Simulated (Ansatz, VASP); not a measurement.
One calculation of CdTe, two programs

```xyz
2
Lattice="0.0000 3.2050 3.2050 3.2050 0.0000 3.2050 3.2050 3.2050 0.0000" Properties=species:S:1:pos:R:3 pbc="T T T"
Te    4.8075    4.8075    4.8075
Cd    0.0000    0.0000    0.0000
```

Alike in both runs: task relaxation of cell and atoms; functional LDA; k mesh 7 × 7 × 7; occupations fermi-dirac, width 0.05 eV; no spin polarisation.

```csv
,VASP,Ansatz
version,VASP 6.6.1,Ansatz 0.2.0
potentials or method,"VASP PAW LDA potentials, release 64 (Te, Cd), cutoff 600 eV","all-electron LAPW, scalar-relativistic"
```

VASP gave:

- relaxed volume (Å³/atom): 33.08
- relaxed cell length with the largest relative difference (Å): 4.540

Q: Estimate Ansatz's values.

A: Relaxed volume (Å³/atom): 32.92; relaxed cell length with the largest relative difference (Å): 4.533.

LDA's correlation is that of Perdew and Zunger in VASP and of Perdew and Wang (1992) in Ansatz. Ansatz ran all-electron here, and VASP with PAW potentials.

Spin-orbit coupling is off throughout.
